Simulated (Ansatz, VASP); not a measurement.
PbSe in VASP and in Ansatz

```xyz
2
Lattice="0.0000 3.0606 3.0606 3.0606 0.0000 3.0606 3.0606 3.0606 0.0000" Properties=species:S:1:pos:R:3 pbc="T T T"
Pb    0.0000    0.0000    0.0000
Se    3.0606    3.0606    3.0606
```

Alike in both runs: functional PBEsol; k mesh 8 × 8 × 8; occupations fermi-dirac, width 0.05 eV; non-collinear spin, spin-orbit coupling.

|  | VASP | Ansatz |
| --- | --- | --- |
| version | VASP 6.6.1 | Ansatz 0.2.0 |
| potentials or method | VASP PAW PBE potentials, release 64 (Pb_d, Se) | Ansatz PAW |
| plane-wave cutoff (eV) | 520 | 420 |
| valence electrons in the cell | 20 | 30 |
| task | single point | band structure |

VASP gave:

| Quantity | Value |
| --- | --- |
| pressure (GPa) | -0.8 |
| net moment per atom (μB) | 0.00 |

Q: Which values does Ansatz return?

A: Pressure (GPa): -0.9; net moment per atom (μB): 0.00.

VASP's potentials were made for PBE, not for PBEsol. VASP's potentials hold 20 valence electrons a cell and Ansatz's 30, so a difference there can come from the potentials and not from the codes.
